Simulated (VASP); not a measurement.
# TiO (P6_3/mmc) in VASP: single point with r2SCAN+U

Aim: the single point of TiO with r2SCAN+U.

Everything below comes from runs of VASP 6.6.1. Logs are shortened: lines on timing, memory, paths and dates and some standing lists are left out, and cuts for length are marked.

## Step 1: The cell of the first run

Symmetry: P6_3/mmc, No. 194, hexagonal system. Conventional cell: a = 2.863 Å, b = 2.863 Å, c = 5.571 Å, α = 90.00°, β = 90.00°, γ = 120.00°. Ti (site symmetry -6m2) has 6 O at 2.16 Å and 6 Ti at 2.86 Å within 2.9 Å. Within 2.9 Å of O (site symmetry -3m) lie 6 Ti at 2.16 Å and 8 O at 2.79 to 2.86 Å.

## Step 2: Single point, r2SCAN+U

Contents of POSCAR:

```
TiO
1.0
    2.8634227491      0.0000000000      0.0000000000
   -1.4317113746      2.4797968425      0.0000000000
    0.0000000000      0.0000000000      5.5705398661
Ti O
2 2
Direct
    0.3333333333      0.6666666667      0.2500000000
    0.6666666667      0.3333333333      0.7500000000
    0.0000000000      0.0000000000      0.0000000000
    0.0000000000      0.0000000000      0.5000000000
```

Contents of INCAR.step1:

```
SYSTEM = TiO
PREC = Accurate
ENCUT = 520
ISMEAR = 0
SIGMA = 0.03
LREAL = .False.
LASPH = .True.
NELM = 150
LMAXMIX = 4
LDAU = .True.
LDAUTYPE = 2
LDAUL = 2 -1
LDAUU = 4 0
LDAUJ = 0 0
NBANDS = 26
GGA = PE
ALGO = Normal
EDIFF = 1E-4
LWAVE = .True.
LCHARG = .False.
```

Contents of INCAR.step2:

```
SYSTEM = TiO
PREC = Accurate
ENCUT = 520
EDIFF = 1E-6
ISMEAR = 0
SIGMA = 0.03
LREAL = .False.
LASPH = .True.
NELM = 150
ALGO = Normal
ISIF = 2
LWAVE = .False.
LCHARG = .False.
LMAXMIX = 4
LDAU = .True.
LDAUTYPE = 2
LDAUL = 2 -1
LDAUU = 4 0
LDAUJ = 0 0
LDAUPRINT = 1
METAGGA = R2SCAN
LMIXTAU = .True.
NBANDS = 26
ISTART = 1
```

Contents of KPOINTS:

```
Automatic mesh
0
Gamma
  12 12 6
  0 0 0
```

Potentials or basis: VASP PAW PBE potentials, release 64 (Ti_sv, O).

On the command line:

```console
$ cat potpaw_PBE.64/Ti_sv/POTCAR potpaw_PBE.64/O/POTCAR > POTCAR
$ cp INCAR.step1 INCAR
$ mpirun -np 1 vasp_std > vasp.out
$ cp INCAR.step2 INCAR
$ mpirun -np 1 vasp_std > vasp.out
```

OUTCAR:

```text
SYSTEM = TiO
   PREC = Accurate
   ENCUT = 520
   EDIFF = 1E-6
   ISMEAR = 0
   LREAL = .False.
   LASPH = .True.
   NELM = 150
   ISIF = 2
   METAGGA = R2SCAN
   ISTART = 1

 ion  position               nearest neighbor table
   1  0.333  0.667  0.250-   3 2.16   4 2.16   3 2.16   4 2.16   3 2.16   4 2.16
   2  0.667  0.333  0.750-   3 2.16   4 2.16   3 2.16   4 2.16   3 2.16   4 2.16
   3  0.000  0.000  0.000-   1 2.16   2 2.16   2 2.16   1 2.16   2 2.16   1 2.16
   4  0.000  0.000  0.500-   1 2.16   2 2.16   2 2.16   1 2.16   2 2.16   1 2.16

  LATTYP: Found a hexagonal cell.
 ALAT       =     2.8634227491
 C/A-ratio  =     1.9454130089

  Lattice vectors:

 A1 = (   2.8634227491,   0.0000000000,   0.0000000000)
 A2 = (  -1.4317113746,   2.4797968425,   0.0000000000)
 A3 = (   0.0000000000,   0.0000000000,   5.5705398661)

Analysis of symmetry for initial positions (statically):
=====================================================================
 Subroutine PRICEL returns:
 Original cell was already a primitive cell.

 Routine SETGRP: Setting up the symmetry group for a
 hexagonal supercell.

 Subroutine GETGRP returns: Found 24 space group operations
 (whereof 12 operations were pure point group operations)
 out of a pool of 24 trial point group operations.

The static configuration has the point symmetry D_3d.
 The point group associated with its full space group is D_6h.

Analysis of symmetry for dynamics (positions and initial velocities):
=====================================================================
 Subroutine PRICEL returns:
 Original cell was already a primitive cell.

 Routine SETGRP: Setting up the symmetry group for a
 hexagonal supercell.

 Subroutine GETGRP returns: Found 24 space group operations
 (whereof 12 operations were pure point group operations)
 out of a pool of 24 trial point group operations.

The dynamic configuration has the point symmetry D_3d.
 The point group associated with its full space group is D_6h.

 Subroutine INISYM returns: Found 24 space group operations
 (whereof 12 operations are pure point group operations),
 and found     1 'primitive' translations

----------------------------------------------------------------------------------------

                                     Primitive cell

  volume of cell :      39.5548

  direct lattice vectors                    reciprocal lattice vectors
     2.863422749  0.000000000  0.000000000     0.349232400  0.201629420  0.000000000
    -1.431711375  2.479796842  0.000000000     0.000000000  0.403258841  0.000000000
     0.000000000  0.000000000  5.570539866     0.000000000  0.000000000  0.179515814

  length of vectors
     2.863422749  2.863422749  5.570539866     0.403258841  0.403258841  0.179515814

  position of ions in fractional coordinates (direct lattice)
     0.333333333  0.666666667  0.250000000
     0.666666667  0.333333333  0.750000000
     0.000000000  0.000000000  0.000000000
     0.000000000  0.000000000  0.500000000

  ion indices of the primitive-cell ions
   primitive index   ion index
                 1           1
                 2           2
                 3           3
                 4           4

----------------------------------------------------------------------------------------

 KPOINTS: Automatic mesh

Automatic generation of k-mesh.
 Grid dimensions read from file:
 generate k-points for:   12   12    6

 Generating k-lattice:

  Cartesian coordinates                     Fractional coordinates (reciprocal lattice)
     0.029102700  0.016802452  0.000000000     0.083333333  0.000000000  0.000000000
     0.000000000  0.033604903  0.000000000     0.000000000  0.083333333  0.000000000
     0.000000000  0.000000000  0.029919302     0.000000000  0.000000000  0.166666667

  Length of vectors
[... 54 lines left out ...]
   NELM   =    150;   NELMIN=  2; NELMDL=  0     # of ELM steps
   EDIFF  = 0.1E-05   stopping-criterion for ELM
   LREAL  =      F    real-space projection
   EDIFFG = 0.1E-04   stopping-criterion for IOM
   NSW    =      0    number of steps for IOM
   IBRION =     -1    ionic relax: 0-MD 1-quasi-New 2-CG
   NFREE  =      0    steps in history (QN), initial steepest desc. (CG)
   ISIF   =      2    stress and relaxation
   ISYM   =      2    0-nonsym 1-usesym 2-fastsym
   POTIM  = 0.5000    time-step for ionic-motion
   TEBEG  =    0.0;   TEEND  =   0.0 temperature during run
   PSTRESS=    0.0 pullay stress
   NELECT =      36.0000    total number of electrons
   NUPDOWN=      -1.0000    fix difference up-down
   EMIN   =  10.00;   EMAX   =-10.00  energy-range for DOS
   EFERMI =   0.00;   METHOD = LEGACY
   ISMEAR =     0;   SIGMA  =   0.03  broadening in eV -4-tet -1-fermi 0-gaus
   EFERMI_NEDOS =   21; number of points for ismear=-14 and -15
   IALGO  =     38    algorithm
   IMIX   =      4    mixing-type and parameters
     AMIX     =   0.40;   BMIX     =  1.00
     AMIX_MAG =   1.60;   BMIX_MAG =  1.00
  volume/ion in A,a.u.               =       9.89        66.73
  Fermi-wavevector in a.u.,A,eV,Ry     =   1.586510  2.998068 34.246038  2.517013
  Thomas-Fermi vector in A             =   2.685810
   LORBIT       =      0    0 simple, 1 ext, 2 COOP (PROOUT), +10 PAW based schemes
 LDA+U is selected, type is set to LDAUTYPE =  2
   angular momentum for each species LDAUL =     2   -1
   U (eV)           for each species LDAUU =   4.0  0.0
   J (eV)           for each species LDAUJ =   0.0  0.0
   METAGGA = R2SCAN    functional components
   LHFCALC =     F    Hartree Fock is set to
   AEXX    =    0.0000 exact exchange contribution
   IVDW    =     0    specifies the selected vdW correction
   LEPSILON=     F    determine dielectric tensor
   LRPA    =     F    only Hartree local field effects (RPA)
 non-spin polarized calculation
 Gauss-broadening in eV      SIGMA  =   0.03
  energy-cutoff  :      520.00
  volume of cell :       39.55
 maximum number of plane-waves:      1089
 NGX is ok and might be reduce to    24
   NGX = 11   NGY = 11   NGZ = 21

atom =   1  type =  1  l = 2

 onsite density matrix

spin component  1

  0.2277 -0.0000  0.0000  0.0000 -0.0000
 -0.0000  0.0816  0.0000 -0.0000  0.0000
  0.0000  0.0000  0.3269 -0.0000  0.0000
  0.0000 -0.0000 -0.0000  0.0816  0.0000
 -0.0000  0.0000  0.0000  0.0000  0.2277

spin component  2

  0.2277 -0.0000  0.0000  0.0000 -0.0000
 -0.0000  0.0816  0.0000 -0.0000  0.0000
  0.0000  0.0000  0.3269 -0.0000  0.0000
  0.0000 -0.0000 -0.0000  0.0816  0.0000
 -0.0000  0.0000  0.0000  0.0000  0.2277

 occupancies and eigenvectors

  o =  0.0816  v =  0.0000  0.6701 -0.0000  0.7422  0.0000  0.0000  0.0000  0.0000  0.0000  0.0000      0.0000  0.0000  0.0000  0.0000  0.0000  0.0000  0.0000  0.0000  0.0000  0.0000
  o =  0.0816  v =  0.0000  0.0000  0.0000  0.0000  0.0000  0.0000  0.6701 -0.0000  0.7422  0.0000      0.0000  0.0000  0.0000  0.0000  0.0000  0.0000  0.0000  0.0000  0.0000  0.0000
  o =  0.0816  v = -0.0000 -0.7422  0.0000  0.6701 -0.0000  0.0000  0.0000  0.0000  0.0000  0.0000      0.0000  0.0000  0.0000  0.0000  0.0000  0.0000  0.0000  0.0000  0.0000  0.0000
  o =  0.0816  v =  0.0000  0.0000  0.0000  0.0000  0.0000 -0.0000 -0.7422  0.0000  0.6701 -0.0000      0.0000  0.0000  0.0000  0.0000  0.0000  0.0000  0.0000  0.0000  0.0000  0.0000
  o =  0.2277  v =  0.0000  0.0000  0.0000  0.0000  0.0000  0.9996 -0.0000 -0.0000  0.0000  0.0293      0.0000  0.0000  0.0000  0.0000  0.0000  0.0000  0.0000  0.0000  0.0000  0.0000
  o =  0.2277  v =  0.9996 -0.0000 -0.0000  0.0000  0.0293  0.0000  0.0000  0.0000  0.0000  0.0000      0.0000  0.0000  0.0000  0.0000  0.0000  0.0000  0.0000  0.0000  0.0000  0.0000
  o =  0.2277  v =  0.0000  0.0000  0.0000  0.0000  0.0000  0.0293  0.0000  0.0000 -0.0000 -0.9996      0.0000  0.0000  0.0000  0.0000  0.0000  0.0000  0.0000  0.0000  0.0000  0.0000
  o =  0.2277  v =  0.0293  0.0000  0.0000 -0.0000 -0.9996  0.0000  0.0000  0.0000  0.0000  0.0000      0.0000  0.0000  0.0000  0.0000  0.0000  0.0000  0.0000  0.0000  0.0000  0.0000
  o =  0.3269  v = -0.0000  0.0000 -1.0000  0.0000 -0.0000  0.0000  0.0000  0.0000  0.0000  0.0000      0.0000  0.0000  0.0000  0.0000  0.0000  0.0000  0.0000  0.0000  0.0000  0.0000
  o =  0.3269  v =  0.0000  0.0000  0.0000  0.0000  0.0000 -0.0000  0.0000 -1.0000  0.0000 -0.0000      0.0000  0.0000  0.0000  0.0000  0.0000  0.0000  0.0000  0.0000  0.0000  0.0000

atom =   2  type =  1  l = 2

 onsite density matrix

spin component  1

  0.2277 -0.0000  0.0000 -0.0000 -0.0000
 -0.0000  0.0816 -0.0000 -0.0000 -0.0000
  0.0000 -0.0000  0.3269 -0.0000  0.0000
 -0.0000 -0.0000 -0.0000  0.0816 -0.0000
 -0.0000 -0.0000  0.0000 -0.0000  0.2277

spin component  2

  0.2277 -0.0000  0.0000 -0.0000 -0.0000
 -0.0000  0.0816 -0.0000 -0.0000 -0.0000
  0.0000 -0.0000  0.3269 -0.0000  0.0000
 -0.0000 -0.0000 -0.0000  0.0816 -0.0000
 -0.0000 -0.0000  0.0000 -0.0000  0.2277

 occupancies and eigenvectors

  o =  0.0816  v = -0.0000 -0.6702 -0.0000 -0.7422  0.0000  0.0000  0.0000  0.0000  0.0000  0.0000      0.0000  0.0000  0.0000  0.0000  0.0000  0.0000  0.0000  0.0000  0.0000  0.0000
  o =  0.0816  v =  0.0000  0.0000  0.0000  0.0000  0.0000 -0.0000 -0.6702 -0.0000 -0.7422  0.0000      0.0000  0.0000  0.0000  0.0000  0.0000  0.0000  0.0000  0.0000  0.0000  0.0000
  o =  0.0816  v = -0.0000 -0.7422 -0.0000  0.6702  0.0000  0.0000  0.0000  0.0000  0.0000  0.0000      0.0000  0.0000  0.0000  0.0000  0.0000  0.0000  0.0000  0.0000  0.0000  0.0000
  o =  0.0816  v =  0.0000  0.0000  0.0000  0.0000  0.0000 -0.0000 -0.7422 -0.0000  0.6702  0.0000      0.0000  0.0000  0.0000  0.0000  0.0000  0.0000  0.0000  0.0000  0.0000  0.0000
  o =  0.2277  v =  0.0000  0.0000  0.0000  0.0000  0.0000  0.9989  0.0000 -0.0000  0.0000  0.0467      0.0000  0.0000  0.0000  0.0000  0.0000  0.0000  0.0000  0.0000  0.0000  0.0000
  o =  0.2277  v =  0.9989  0.0000 -0.0000  0.0000  0.0467  0.0000  0.0000  0.0000  0.0000  0.0000      0.0000  0.0000  0.0000  0.0000  0.0000  0.0000  0.0000  0.0000  0.0000  0.0000
  o =  0.2277  v =  0.0467 -0.0000  0.0000 -0.0000 -0.9989  0.0000  0.0000  0.0000  0.0000  0.0000      0.0000  0.0000  0.0000  0.0000  0.0000  0.0000  0.0000  0.0000  0.0000  0.0000
  o =  0.2277  v =  0.0000  0.0000  0.0000  0.0000  0.0000  0.0467 -0.0000  0.0000 -0.0000 -0.9989      0.0000  0.0000  0.0000  0.0000  0.0000  0.0000  0.0000  0.0000  0.0000  0.0000
  o =  0.3269  v =  0.0000  0.0000  0.0000  0.0000  0.0000 -0.0000 -0.0000 -1.0000  0.0000 -0.0000      0.0000  0.0000  0.0000  0.0000  0.0000  0.0000  0.0000  0.0000  0.0000  0.0000
  o =  0.3269  v = -0.0000 -0.0000 -1.0000  0.0000 -0.0000  0.0000  0.0000  0.0000  0.0000  0.0000      0.0000  0.0000  0.0000  0.0000  0.0000  0.0000  0.0000  0.0000  0.0000  0.0000

 number of electron      35.9999989 magnetization

 Free energy of the ion-electron system (eV)
  ---------------------------------------------------
  ext. energy  EPLUGINS =         0.00000000
  ---------------------------------------------------
  free energy    TOTEN  =       -42.69030266 eV

  energy without entropy =      -42.69030178  energy(sigma->0) =      -42.69030222

 E-fermi :  11.6942     XC(G=0): -13.5577

 val. band max:       11.6234847796   @ k =   0.4167   0.1667   0.0000
 cond. band min:      11.7580632068   @ k =   0.0000   0.0000   0.0000
 fundamental gap:      0.1345784272
 Fermi energy:        11.6941597446

 k-point     1 :       0.0000    0.0000    0.0000
  band No.  band energies     occupation
      1     -49.4019      2.00000
      2     -49.3621      2.00000
      3     -24.9578      2.00000
      4     -24.5175      2.00000
      5     -24.2559      2.00000
      6     -24.2559      2.00000
[... 685 lines left out ...]
     25      15.0641      0.00000
     26      15.8529      0.00000

 [... further k-points ...]
[... 5 lines left out ...]
  --------------------------------------------------------------------------------------
  -------------------------------------------------------------------------------------
  Total        1.0877369      1.0877369      1.9081351     -0.0000000      0.0000000     -0.0000000
  in kB       44.0590956     44.0590956     77.2895619     -0.0000000      0.0000000     -0.0000000
  external PRESSURE =      55.1359177 kB  Pullay stress =       0.0000000 kB

 VOLUME and BASIS-vectors are now :
 -----------------------------------------------------------------------------
  energy-cutoff  :      520.00
  volume of cell :       39.55
      direct lattice vectors                 reciprocal lattice vectors
     2.863422749  0.000000000  0.000000000     0.349232400  0.201629420  0.000000000
    -1.431711375  2.479796842  0.000000000     0.000000000  0.403258841  0.000000000
     0.000000000  0.000000000  5.570539866     0.000000000  0.000000000  0.179515814

 POSITION                                       TOTAL-FORCE (eV/Angst)
 -----------------------------------------------------------------------------------
     -0.00000      1.65320      1.39263         0.000000      0.000000      0.000000
      1.43171      0.82660      4.17790         0.000000     -0.000000      0.000000
      0.00000      0.00000      0.00000        -0.000000      0.000000      0.000000
      0.00000      0.00000      2.78527        -0.000000      0.000000      0.000000
 -----------------------------------------------------------------------------------
    total drift:                                0.000000     -0.000000      0.000000

  FREE ENERGIE OF THE ION-ELECTRON SYSTEM (eV)
  ---------------------------------------------------
  free  energy   TOTEN  =       -42.6903026592 eV

  energy  without entropy=      -42.6903017828  energy(sigma->0) =      -42.69030222
```

Run time: 3.9 min. Hardware: 1 thread of Intel Xeon Platinum 8259CL at 2.50GHz (Skylake/Cascade Lake), shared host; peak memory 0.22 GiB.

What came out:

* Free energy: -42.6903 eV
* Pressure: 5.5 GPa
* Band gap on the k mesh: 0.13 eV, indirect (least direct gap 0.23 eV)

Levels at points of the mesh, in eV from the valence-band top:
| k point | band 14 | band 15 | band 16 | band 17 | band 18 | band 19 | band 20 | band 21 | band 22 | band 23 |
| --- | --- | --- | --- | --- | --- | --- | --- | --- | --- | --- |
| (0.00, 0.00, 0.00) | -5.72 | -5.64 | -5.64 | -2.20 | -0.10 | 0.13 | 0.13 | 1.22 | 1.97 | 1.97 |
| (0.50, 0.00, 0.00) | -6.86 | -6.15 | -5.95 | -2.75 | -0.07 | 1.69 | 2.06 | 2.34 | 2.63 | 3.01 |
| (0.00, 0.00, 0.50) | -5.93 | -5.93 | -5.93 | -0.72 | -0.72 | 1.04 | 1.04 | 1.04 | 1.04 | 2.99 |
| (0.50, 0.00, 0.50) | -7.60 | -6.43 | -6.43 | -1.41 | -1.41 | 2.26 | 2.26 | 2.81 | 2.81 | 2.82 |

Eigenvalues of the final occupation matrices:
```csv
site,spin,trace,eigenvalues
site 1 d,1,0.95,0.08 0.08 0.23 0.23 0.33
site 1 d,2,0.95,0.08 0.08 0.23 0.23 0.33
site 2 d,1,0.95,0.08 0.08 0.23 0.23 0.33
site 2 d,2,0.95,0.08 0.08 0.23 0.23 0.33
```

Caveat: the PAW data sets were made with another functional, which shifts forces and pressure a little.
